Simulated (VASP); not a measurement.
Set up this calculation in VASP 6.6.1, as the native input.

| Property | Result |
| --- | --- |
| Task | single point |
| Functional | PBE |
| Potentials or basis | VASP PAW PBE potentials, release 64 (Re) |
| Cutoff | 520 eV |
| k mesh | 13 × 13 × 7 |
| Occupations | fermi-dirac, width 0.1 eV |
| Spin | no spin polarisation |
| Dipole correction | no |
| Further INCAR settings | ALGO = Normal; EDIFF = 1e-06; NBANDS = 14 |

The structure of Re lies in POSCAR:

```
Re
1.0
    2.7768706464      0.0000000000      0.0000000000
   -1.3884353232      2.4048405228      0.0000000000
    0.0000000000      0.0000000000      4.4788142384
Re
2
Direct
    0.3333333333      0.6666666667      0.2500000000
    0.6666666667      0.3333333333      0.7500000000
```

One way to write it, as run:

INCAR

```
SYSTEM = Re
PREC = Accurate
ENCUT = 520
EDIFF = 1E-6
ISMEAR = -1
SIGMA = 0.1
LREAL = .FALSE.
LASPH = .TRUE.
NELM = 100
ALGO = Normal
ISIF = 2
LWAVE = .FALSE.
LCHARG = .FALSE.
GGA = PE
NBANDS = 14
```

KPOINTS

```
regular mesh
0
G
  13 13 7
  0 0 0
```

Potentials or basis: VASP PAW PBE potentials, release 64 (Re).

Launch:

```console
$ cat potpaw_PBE.64/Re/POTCAR > POTCAR
$ mpirun -np 1 vasp_std > vasp.out
```

Results of the run:

The pressure is -0.5 GPa and the band gap on the k mesh is zero (band 7 reaches 8.84 eV, above the bottom of band 8 at 6.14 eV).

Caveat: spin-orbit coupling is left out, which moves the levels of the heavy elements.

Run time: 26 s on 1 thread of Intel(R) Xeon(R) Platinum 8375C CPU @ 2.90GHz (Ice Lake), on a shared host, peak memory 0.17 GiB.
